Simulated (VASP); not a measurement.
# Mg (C2/m) in VASP: relaxation of cell and atoms with PBE

Aim: the relaxation of cell and atoms of Mg with PBE.

Program: VASP 6.6.1. These are calculated values, not measurements. Logs are shortened: lines on timing, memory, paths and dates and some standing lists are left out, and cuts for length are marked.

## (1) The cell of the first run

Symmetry: C2/m, No. 12, monoclinic system. Conventional cell: a = 4.326 Å, b = 4.928 Å, c = 2.477 Å, α = 90.00°, β = 115.95°, γ = 90.00°. Within 3.3 Å of Mg (site symmetry 2/m) lie 6 Mg at 2.48 to 3.28 Å.

The cell was generated, and may not be a known phase.

## (2) Relaxation of cell and atoms, PBE

Contents of INCAR:

```
SYSTEM = Mg
ALGO = Normal
EDIFF = 1E-7
EDIFFG = -0.04
ENCUT = 840
GGA = PE
GGA_COMPAT = .False.
IBRION = 2
ISIF = 3
ISMEAR = 0
LASPH = .True.
LCHARG = .False.
LREAL = .False.
LWAVE = .False.
NELM = 120
NELMIN = 4
NSW = 90
PREC = Accurate
SIGMA = 0.1
```

Contents of KPOINTS:

```
k-points
0
Gamma
  6 6 8
  0 0 0
```

Contents of POSCAR:

```
Mg
1.0
    2.1632039300     -2.4638123500      0.0000000000
    2.1632039300      2.4638123500      0.0000000000
   -1.0838267100      0.0000000000      2.2270219700
Mg
1
Direct
    0.5000000000      0.5000000000      0.5000000000
```

Potentials or basis: VASP PAW PBE potentials, release 64 (Mg_sv).

Command:

```bash
cat potpaw_PBE.64/Mg_sv/POTCAR > POTCAR
mpirun -np 1 vasp_std > vasp.out
```

OUTCAR:

```text
SYSTEM = Mg
   EDIFF = 1E-7
   EDIFFG = -0.04
   ENCUT = 840
   GGA = PE
   IBRION = 2
   ISIF = 3
   ISMEAR = 0
   LASPH = .True.
   LREAL = .False.
   NELM = 120
   NELMIN = 4
   NSW = 90
   PREC = Accurate

 ion  position               nearest neighbor table
   1  0.500  0.500  0.500-

  LATTYP: Found a base centered monoclinic cell.
 ALAT       =     4.3264078600
 B/A-ratio  =     1.1389644387
 C/A-ratio  =     0.5724733861
 COS(beta)  =    -0.4375997743

  Lattice vectors:

 A1 = (   2.1632039300,  -2.4638123500,   0.0000000000)
 A2 = (   2.1632039300,   2.4638123500,   0.0000000000)
 A3 = (  -1.0838267100,   0.0000000000,   2.2270219700)

Analysis of symmetry for initial positions (statically):
=====================================================================
 Subroutine PRICEL returns:
 Original cell was already a primitive cell.

 Routine SETGRP: Setting up the symmetry group for a
 base centered monoclinic supercell.

 Subroutine GETGRP returns: Found  4 space group operations
 (whereof  4 operations were pure point group operations)
 out of a pool of  4 trial point group operations.

The static configuration has the point symmetry C_2h.

Analysis of symmetry for dynamics (positions and initial velocities):
=====================================================================
 Subroutine PRICEL returns:
 Original cell was already a primitive cell.

 Routine SETGRP: Setting up the symmetry group for a
 base centered monoclinic supercell.

 Subroutine GETGRP returns: Found  4 space group operations
 (whereof  4 operations were pure point group operations)
 out of a pool of  4 trial point group operations.

The dynamic configuration has the point symmetry C_2h.

 Subroutine INISYM returns: Found  4 space group operations
 (whereof  4 operations are pure point group operations),
 and found     1 'primitive' translations

----------------------------------------------------------------------------------------

                                     Primitive cell

  volume of cell :      23.7388

  direct lattice vectors                    reciprocal lattice vectors
     2.163203930 -2.463812350  0.000000000     0.231138633 -0.202937533  0.112488439
     2.163203930  2.463812350  0.000000000     0.231138633  0.202937533  0.112488439
    -1.083826710  0.000000000  2.227021970     0.000000000  0.000000000  0.449030146

  length of vectors
[... 105 lines left out ...]
   GGA     = PE    functional components
   LHFCALC =     F    Hartree Fock is set to
   AEXX    =    0.0000 exact exchange contribution
   IVDW    =     0    specifies the selected vdW correction
   LEPSILON=     F    determine dielectric tensor
   LRPA    =     F    only Hartree local field effects (RPA)
 conjugate gradient relaxation of ions
 non-spin polarized calculation
 Gauss-broadening in eV      SIGMA  =   0.10
  energy-cutoff  :      840.00
  volume of cell :       23.74
 maximum number of plane-waves:      1328
   NGX = 15   NGY = 15   NGZ = 11

--------------------------------------- Ionic step        1  -------------------------------------------

 number of electron      10.0000000 magnetization

 Free energy of the ion-electron system (eV)
  ---------------------------------------------------
  ext. energy  EPLUGINS =         0.00000000
  ---------------------------------------------------
  free energy    TOTEN  =        -0.86963036 eV

  energy without entropy =       -0.86528798  energy(sigma->0) =       -0.86745917

------------------------ aborting loop because EDIFF is reached ----------------------------------------

  FORCE on cell =-STRESS in cart. coord.  units (eV):
  Direction    XX          YY          ZZ          XY          YZ          ZX
  --------------------------------------------------------------------------------------
  -------------------------------------------------------------------------------------
  Total        0.1851082     -0.6503257      3.5795574      0.0000000      0.0000000     -2.3976418
  in kB       12.4932859    -43.8916500    241.5907609      0.0000000      0.0000000   -161.8211520
  external PRESSURE =      70.0641323 kB  Pullay stress =       0.0000000 kB
[... 86 lines left out ...]
  FREE ENERGIE OF THE ION-ELECTRON SYSTEM (eV)
  ---------------------------------------------------
  free  energy   TOTEN  =        -1.3638246240 eV

  energy  without entropy=       -1.3606264048  energy(sigma->0) =       -1.36222551

[... ionic steps 4 to 17 ...]

--------------------------------------- Ionic step       18  -------------------------------------------

 number of electron       9.9999992 magnetization

------------------------ aborting loop because EDIFF is reached ----------------------------------------
[... 65 lines left out ...]
--------------------------------------- Ionic step       20  -------------------------------------------

 number of electron       9.9999996 magnetization

 Free energy of the ion-electron system (eV)
  ---------------------------------------------------
  ext. energy  EPLUGINS =         0.00000000
  ---------------------------------------------------
  free energy    TOTEN  =        -1.47509390 eV

  energy without entropy =       -1.47295916  energy(sigma->0) =       -1.47402653

 E-fermi :   2.5220     XC(G=0):  -8.7724

 val. band max:        2.5196084704   @ k =   0.5000   0.5000   0.1250
 cond. band min:       2.5626215327   @ k =  -0.1667   0.3333   0.3750
 fundamental gap:      0.0430130622
 Fermi energy:         2.5219972052

 k-point     1 :       0.0000    0.0000    0.0000
  band No.  band energies     occupation
      1     -73.5136      2.00000
      2     -40.2602      2.00000
      3     -40.2555      2.00000
      4     -40.2531      2.00000
      5      -4.5082      2.00000
      6      14.6328      0.00000
      7      14.8348      0.00000
      8      15.1724      0.00000
      9      16.8269      0.00000
[... 265 lines left out ...]
 k-point    24 :      -0.1667    0.1667    0.1250
  band No.  band energies     occupation
      1     -73.5121      2.00000
      2     -40.2677      2.00000
      3     -40.2650      2.00000
      4     -40.2564      2.00000
      5      -3.2591      2.00000
      6       9.1998      0.00000
      7      10.6449      0.00000
      8      14.7598      0.00000
      9      15.3508      0.00000

 [... further k-points ...]
[... 5 lines left out ...]
  --------------------------------------------------------------------------------------
  -------------------------------------------------------------------------------------
  Total        0.0326607     -0.0168329      0.0017993      0.0000000      0.0000000     -0.0097645
  in kB        2.2973775     -1.1840353      0.1265659      0.0000000      0.0000000     -0.6868439
  external PRESSURE =       0.4133027 kB  Pullay stress =       0.0000000 kB
[... 16 lines left out ...]
  FREE ENERGIE OF THE ION-ELECTRON SYSTEM (eV)
  ---------------------------------------------------
  free  energy   TOTEN  =        -1.4750938956 eV

  energy  without entropy=       -1.4729591599  energy(sigma->0) =       -1.47402653

 reached required accuracy - stopping structural energy minimisation
```

Wall time 2.3 min (1 thread of Intel Xeon 6975P-C (Granite Rapids), shared host); peak memory 0.19 GiB.

Results:

| Quantity | Value |
| --- | --- |
| Free energy | -1.4751 eV |
| Relaxed volume | 22.78 Å³/atom |
| Relaxed cell | a = 3.136 Å, b = 3.136 Å, c = 3.159 Å, α = 117.99°, β = 117.99°, γ = 92.58° |
| Space group after relaxing (to 0.1 Å) | I4/mmm (No. 139) |
| Energy gained by relaxing | 605.5 meV/atom |
| Ionic steps | 20 |
| Pressure after relaxing | 0.0 GPa |
| Band gap on the k mesh | zero (bands 5 and 6 overlap by 2.57 eV) |

The path:
```csv
step,energy change (eV),largest force (eV/Å),pressure (GPa),volume (Å³)
1,0.0000,0.0000,7.01,23.74
2,-0.4870,0.0000,-3.12,26.90
3,-0.4942,0.0000,-3.55,27.14
4,-0.5000,0.0000,-4.24,27.60
5,-0.4994,0.0000,-4.04,27.45
6,-0.5690,0.0000,-2.40,24.96
7,-0.5860,0.0000,-1.01,23.69
8,-0.5813,0.0000,3.11,21.24
9,-0.5916,0.0000,0.17,22.80
10,-0.5921,0.0000,0.77,22.42
11,-0.5921,0.0000,0.61,22.52
12,-0.5988,0.0000,0.32,22.62
13,-0.6013,0.0000,0.01,22.73
14,-0.6014,0.0000,0.08,22.71
15,-0.6015,0.0000,0.08,22.71
16,-0.6034,0.0000,-0.04,22.79
17,-0.6051,0.0000,-0.18,22.90
18,-0.6052,0.0000,-0.22,22.93
19,-0.6055,0.0000,0.08,22.75
20,-0.6055,0.0000,0.04,22.78
```

Final structure:
```xyz
1
Lattice="2.1170 -2.2668 -0.4625 2.1170 2.2668 -0.4625 -1.6015 0.0000 2.7232" Properties=species:S:1:pos:R:3 pbc="T T T"
Mg    1.3162    0.0000    0.8991
```

Caveat: a cell axis changed by over 15 % at a fixed basis, so the end point is rough.

The gap in the log of VASP goes by the Fermi energy; the results here count the filled bands.